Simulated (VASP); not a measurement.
# SnAs (Fm-3m) in VASP: notebook, part 2 of 2

VASP 6.6.1. The steps go on from the part before.

## (3) Single point, LDA (volume scaled by 0.85)

INCAR

```
SYSTEM = SnAs
PREC = Accurate ; ENCUT = 520
EDIFF = 1E-6 ; ISMEAR = -1
SIGMA = 0.05 ; LREAL = .False.
LASPH = .True. ; NELM = 60
ALGO = Normal ; ISIF = 2
LWAVE = .False. ; LCHARG = .False.
NBANDS = 16
```

KPOINTS

```
Automatic mesh
0
Gamma
  11 11 11
  0 0 0
```

POSCAR

```
SnAs
1.0
    0.0000000000      2.7251684617      2.7251684617
    2.7251684617      0.0000000000      2.7251684617
    2.7251684617      2.7251684617      0.0000000000
Sn As
1 1
Direct
    0.5000000000      0.5000000000      0.5000000000
    0.0000000000      0.0000000000      0.0000000000
```

Potentials or basis: VASP PAW LDA potentials, release 64 (Sn_d, As).

On the command line:

```bash
> cat potpaw_LDA.64/Sn_d/POTCAR potpaw_LDA.64/As/POTCAR > POTCAR
> mpirun -np 1 vasp_std > vasp.out
```

OUTCAR:

```text
SYSTEM = SnAs
   PREC = Accurate
   ENCUT = 520
   EDIFF = 1E-6
   ISMEAR = -1
   LREAL = .False.
   LASPH = .True.
   NELM = 60
   ISIF = 2

 ion  position               nearest neighbor table
   1  0.500  0.500  0.500-   2 2.73   2 2.73   2 2.73   2 2.73   2 2.73   2 2.73
   2  0.000  0.000  0.000-   1 2.73   1 2.73   1 2.73   1 2.73   1 2.73   1 2.73

  LATTYP: Found a face centered cubic cell.
 ALAT       =     5.4503369234

  Lattice vectors:

 A1 = (   0.0000000000,   2.7251684617,   2.7251684617)
 A2 = (   2.7251684617,   0.0000000000,   2.7251684617)
 A3 = (   2.7251684617,   2.7251684617,   0.0000000000)

Analysis of symmetry for initial positions (statically):
=====================================================================
 Subroutine PRICEL returns:
 Original cell was already a primitive cell.

 Routine SETGRP: Setting up the symmetry group for a
 face centered cubic supercell.

 Subroutine GETGRP returns: Found 48 space group operations
 (whereof 48 operations were pure point group operations)
 out of a pool of 48 trial point group operations.

The static configuration has the point symmetry O_h .

Analysis of symmetry for dynamics (positions and initial velocities):
=====================================================================
 Subroutine PRICEL returns:
 Original cell was already a primitive cell.

 Routine SETGRP: Setting up the symmetry group for a
 face centered cubic supercell.

 Subroutine GETGRP returns: Found 48 space group operations
 (whereof 48 operations were pure point group operations)
 out of a pool of 48 trial point group operations.

The dynamic configuration has the point symmetry O_h .

 Subroutine INISYM returns: Found 48 space group operations
 (whereof 48 operations are pure point group operations),
 and found     1 'primitive' translations

----------------------------------------------------------------------------------------

                                     Primitive cell

  volume of cell :      40.4772
[... 109 lines left out ...]
     AMIX_MAG =   1.60;   BMIX_MAG =  1.00
  volume/ion in A,a.u.               =      20.24       136.58
  Fermi-wavevector in a.u.,A,eV,Ry     =   1.272299  2.404297 22.024376  1.618746
  Thomas-Fermi vector in A             =   2.405185
   LORBIT       =      0    0 simple, 1 ext, 2 COOP (PROOUT), +10 PAW based schemes
   GGA     = CA    functional components
   LHFCALC =     F    Hartree Fock is set to
   AEXX    =    0.0000 exact exchange contribution
   IVDW    =     0    specifies the selected vdW correction
   LEPSILON=     F    determine dielectric tensor
   LRPA    =     F    only Hartree local field effects (RPA)
 non-spin polarized calculation
  energy-cutoff  :      520.00
  volume of cell :       40.48
 maximum number of plane-waves:      1105
 NGX is ok and might be reduce to    30
   NGX = 15   NGY = 15   NGZ = 15

 number of electron      18.9999992 magnetization

 Free energy of the ion-electron system (eV)
  ---------------------------------------------------
  ext. energy  EPLUGINS =         0.00000000
  ---------------------------------------------------
  free energy    TOTEN  =        -9.88564054 eV

  energy without entropy =       -9.88180856  energy(sigma->0) =       -9.88372455

 E-fermi :   8.9706     XC(G=0): -11.2156

 val. band max:        8.9266162028   @ k =  -0.4545   0.3636   0.1818
 cond. band min:       8.9951300903   @ k =  -0.2727   0.3636   0.0909
 fundamental gap:      0.0685138876
 Fermi energy:         8.9706114797

 k-point     1 :       0.0000    0.0000    0.0000
  band No.  band energies     occupation
      1     -12.8098      2.00000
      2     -12.8098      2.00000
      3     -12.7880      2.00000
      4     -12.7880      2.00000
      5     -12.7880      2.00000
      6      -5.6223      2.00000
[... 433 lines left out ...]
      3     -12.7840      2.00000
      4     -12.7698      2.00000
      5     -12.7615      2.00000
      6      -4.4106      2.00000
[... 8 lines left out ...]
     15      16.6880      0.00000
     16      19.4728      0.00000

 [... further k-points ...]

------------------------ aborting loop because EDIFF is reached ----------------------------------------

  FORCE on cell =-STRESS in cart. coord.  units (eV):
  Direction    XX          YY          ZZ          XY          YZ          ZX
  --------------------------------------------------------------------------------------
  -------------------------------------------------------------------------------------
  Total        3.1832350      3.1832350      3.1832350      0.0000000      0.0000000     -0.0000000
  in kB      125.9996167    125.9996167    125.9996167      0.0000000      0.0000000     -0.0000000
  external PRESSURE =     125.9996167 kB  Pullay stress =       0.0000000 kB

 VOLUME and BASIS-vectors are now :
 -----------------------------------------------------------------------------
  energy-cutoff  :      520.00
  volume of cell :       40.48
      direct lattice vectors                 reciprocal lattice vectors
     0.000000000  2.725168462  2.725168462    -0.183474896  0.183474896  0.183474896
     2.725168462  0.000000000  2.725168462     0.183474896 -0.183474896  0.183474896
     2.725168462  2.725168462  0.000000000     0.183474896  0.183474896 -0.183474896

 POSITION                                       TOTAL-FORCE (eV/Angst)
 -----------------------------------------------------------------------------------
      2.72517      2.72517      2.72517        -0.000000     -0.000000     -0.000000
      0.00000      0.00000      0.00000         0.000000      0.000000      0.000000
 -----------------------------------------------------------------------------------
    total drift:                                0.000000     -0.000000      0.000000

  FREE ENERGIE OF THE ION-ELECTRON SYSTEM (eV)
  ---------------------------------------------------
  free  energy   TOTEN  =        -9.8856405418 eV

  energy  without entropy=       -9.8818085603  energy(sigma->0) =       -9.88372455
```

stdout:

```text
POSCAR found type information on POSCAR SnAs
 POSCAR found :  2 types and       2 ions
 scaLAPACK will be used
 LDA part: xc-table for (Slater(with rela. corr.)+CA(PZ))
 , standard interpolation
 POSCAR, INCAR and KPOINTS ok, starting setup
 FFT: planning ... GRIDC
 FFT: planning ... GRID_SOFT
 FFT: planning ... GRID
 WAVECAR not read
 entering main loop
```

It took 29 s on 1 thread of Intel Xeon 6975P-C, shared host; peak memory 0.17 GiB.

Results:

- Free energy: -9.8856 eV
- Pressure: 12.6 GPa

Levels at points of the mesh, in eV from the Fermi level:
```
           k point  band 8  band 9  band 10  band 11  band 12  band 13
(0.00, 0.00, 0.00)   -1.45   -1.45    -1.45     5.91     5.91     5.91
```

Caveat: the cell differs from its parent crystal (volume scaled by 0.85); spin-orbit coupling is left out, which moves the levels of the heavy elements.

## (4) Single point, LDA

This run uses another cell than the first one, of 23.81 Å³/atom, 1.176 times its volume.

INCAR

```
SYSTEM = SnAs
PREC = Accurate
ENCUT = 520
EDIFF = 1E-7
ISMEAR = -1
SIGMA = 0.05
LREAL = .False.
LASPH = .True.
NELM = 100
ALGO = Normal
ISIF = 2
LWAVE = .False.
LCHARG = .True.
GGA = CA
LELF = .True.
LVHAR = .True.
NBANDS = 16
```

KPOINTS is that of step 3.

POSCAR

```
SnAs
1.0
    0.0000000000      2.8768709376      2.8768709376
    2.8768709376      0.0000000000      2.8768709376
    2.8768709376      2.8768709376      0.0000000000
Sn As
1 1
Direct
    0.5000000000      0.5000000000      0.5000000000
    0.0000000000      0.0000000000      0.0000000000
```

Potentials or basis: VASP PAW LDA potentials, release 64 (Sn_d, As).

On the command line:

```bash
> cat potpaw_LDA.64/Sn_d/POTCAR potpaw_LDA.64/As/POTCAR > POTCAR
> mpirun -np 1 vasp_std > vasp.out
```

OUTCAR:

```text
SYSTEM = SnAs
   PREC = Accurate
   ENCUT = 520
   EDIFF = 1E-7
   ISMEAR = -1
   LREAL = .False.
   LASPH = .True.
   NELM = 100
   ISIF = 2
   GGA = CA

 ion  position               nearest neighbor table
   1  0.500  0.500  0.500-   2 2.88   2 2.88   2 2.88   2 2.88   2 2.88   2 2.88
   2  0.000  0.000  0.000-   1 2.88   1 2.88   1 2.88   1 2.88   1 2.88   1 2.88

  LATTYP: Found a face centered cubic cell.
 ALAT       =     5.7537418752

  Lattice vectors:

 A1 = (   0.0000000000,   2.8768709376,   2.8768709376)
 A2 = (   2.8768709376,   0.0000000000,   2.8768709376)
 A3 = (   2.8768709376,   2.8768709376,   0.0000000000)

Analysis of symmetry for initial positions (statically):
=====================================================================
 Subroutine PRICEL returns:
 Original cell was already a primitive cell.

 Routine SETGRP: Setting up the symmetry group for a
 face centered cubic supercell.

 Subroutine GETGRP returns: Found 48 space group operations
 (whereof 48 operations were pure point group operations)
 out of a pool of 48 trial point group operations.

The static configuration has the point symmetry O_h .
[... 159 lines left out ...]

 E-fermi :   6.7338     XC(G=0): -10.4662

 val. band max:        6.6775348841   @ k =  -0.3636   0.1818   0.0000
 cond. band min:       6.7367939821   @ k =   0.0909   0.0909   0.0000
 fundamental gap:      0.0592590981
 Fermi energy:         6.7338496870

 k-point     1 :       0.0000    0.0000    0.0000
  band No.  band energies     occupation
      1     -14.7434      2.00000
      2     -14.7434      2.00000
      3     -14.7311      2.00000
      4     -14.7311      2.00000
      5     -14.7311      2.00000
      6      -6.3492      2.00000
[... 433 lines left out ...]
      3     -14.7283      2.00000
      4     -14.7215      2.00000
      5     -14.7167      2.00000
      6      -5.3531      2.00000
[... 8 lines left out ...]
     15      13.8269      0.00000
     16      16.7038      0.00000

 [... further k-points ...]

------------------------ aborting loop because EDIFF is reached ----------------------------------------

  FORCE on cell =-STRESS in cart. coord.  units (eV):
  Direction    XX          YY          ZZ          XY          YZ          ZX
  --------------------------------------------------------------------------------------
  -------------------------------------------------------------------------------------
  Total       -0.8837952     -0.8837952     -0.8837952     -0.0000000     -0.0000000     -0.0000000
  in kB      -29.7352145    -29.7352145    -29.7352145     -0.0000000     -0.0000000     -0.0000000
  external PRESSURE =     -29.7352145 kB  Pullay stress =       0.0000000 kB

 VOLUME and BASIS-vectors are now :
 -----------------------------------------------------------------------------
  energy-cutoff  :      520.00
  volume of cell :       47.62
      direct lattice vectors                 reciprocal lattice vectors
     0.000000000  2.876870938  2.876870938    -0.173799941  0.173799941  0.173799941
     2.876870938  0.000000000  2.876870938     0.173799941 -0.173799941  0.173799941
     2.876870938  2.876870938  0.000000000     0.173799941  0.173799941 -0.173799941

 POSITION                                       TOTAL-FORCE (eV/Angst)
 -----------------------------------------------------------------------------------
      2.87687      2.87687      2.87687         0.000000      0.000000      0.000000
      0.00000      0.00000      0.00000        -0.000000     -0.000000     -0.000000
 -----------------------------------------------------------------------------------
    total drift:                                0.000000      0.000000      0.000000

  FREE ENERGIE OF THE ION-ELECTRON SYSTEM (eV)
  ---------------------------------------------------
  free  energy   TOTEN  =       -10.0493417440 eV

  energy  without entropy=      -10.0449592431  energy(sigma->0) =      -10.04715049
```

Run time: 36 s. Hardware: 1 thread of Intel Xeon 6975P-C, shared host; peak memory 0.17 GiB.

Results:

```yaml
Free_energy: -10.0493 eV
Pressure: -3.0 GPa
```

Caveat: spin-orbit coupling is left out, which moves the levels of the heavy elements.

## (5) Single point, LDA

This run uses another cell than the first one, of 23.81 Å³/atom, 1.176 times its volume.

INCAR

```
SYSTEM = SnAs
PREC     = Accurate       ! precision mode
ENCUT    = 520            ! plane-wave cutoff, eV
EDIFF    = 1E-6           ! SCF threshold, eV
ISMEAR   = -1             ! smearing method
SIGMA    = 0.05           ! smearing width, eV
LREAL    = .False.        ! projectors in reciprocal space
LASPH    = .True.         ! aspherical terms in the spheres
NELM     = 100            ! most SCF steps
ALGO     = Normal         ! electronic algorithm
ISIF     = 2              ! what is computed and relaxed
LWAVE    = .False.        ! write WAVECAR
LCHARG   = .False.        ! write CHGCAR
NBANDS   = 16             ! bands
```

KPOINTS is that of step 4.

POSCAR is that of step 4.

On the command line:

```bash
> cat potpaw_LDA.64/Sn_d/POTCAR potpaw_LDA.64/As/POTCAR > POTCAR
> mpirun -np 1 vasp_std > vasp.out
```

Run time: 30 s. Hardware: 1 thread of Intel Xeon 6975P-C, shared host; peak memory 0.18 GiB.

The run converged. Its results:

```yaml
Free_energy: -10.0493 eV
Pressure: -3.0 GPa
```

Levels at points of the mesh, in eV from the Fermi level:
```
           k point  band 8  band 9  band 10  band 11  band 12  band 13
(0.00, 0.00, 0.00)   -1.08   -1.08    -1.08     5.31     5.31     5.31
```

Caveat: spin-orbit coupling is left out, which moves the levels of the heavy elements.
